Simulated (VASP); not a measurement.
Write the native input for VASP 6.6.1 that does the following.

```
Task                   : single point
Functional             : PBE
Potentials or basis    : VASP PAW PBE potentials, release 64 (Ba_sv, Ti_sv, O)
Cutoff                 : 520 eV
k mesh                 : 6 × 6 × 6
Occupations            : fermi-dirac, width 0.02 eV
Spin                   : no spin polarisation
Dipole correction      : no
Further INCAR settings : ALGO = Normal; EDIFF = 1e-06; NBANDS = 28
```

The structure of BaTiO3 lies in POSCAR:

```
BaTiO3
1.0
    3.8782201961      0.0000000000      0.0000000000
    0.0000000000      3.8782201961      0.0000000000
    0.0000000000      0.0000000000      4.0147687457
Ba Ti O
1 1 3
Direct
    0.0000000000      0.0000000000      0.0012632189
    0.5000000000      0.5000000000      0.4865967829
    0.5000000000      0.5000000000      0.0232325493
    0.5000000000      0.0000000000      0.5159537245
    0.0000000000      0.5000000000      0.5159537245
```

This cell differs from its parent crystal: strain -2.4%.

One way to write it, as run:

INCAR

```
ALGO = Normal
EDIFF = 1E-6
ENCUT = 520
GGA = PE
ISIF = 2
ISMEAR = -1
LASPH = T
LCHARG = F
LREAL = F
LWAVE = F
NBANDS = 28
NELM = 60
PREC = Accurate
SIGMA = 0.02
```

KPOINTS

```
k-points
0
Gamma
  6 6 6
```

Potentials or basis: VASP PAW PBE potentials, release 64 (Ba_sv, Ti_sv, O).

Launch:

```bash
$ cat potpaw_PBE.64/Ba_sv/POTCAR potpaw_PBE.64/Ti_sv/POTCAR potpaw_PBE.64/O/POTCAR > POTCAR
$ mpirun -np 1 vasp_std > vasp.out
```

It gave:

```json
{
 "Pressure": "17.8 GPa",
 "Largest force": "0.124 eV/Å",
 "Band gap on the k mesh": "1.89 eV, indirect (least direct gap 2.23 eV)"
}
```

Caveat: the cell differs from its parent crystal (strain -2.4%); spin-orbit coupling is left out, which moves the levels of the heavy elements.

Wall time 28 s on 1 thread of Intel(R) Xeon(R) 6975P-C (Granite Rapids), on a shared host, peak memory 0.21 GiB.
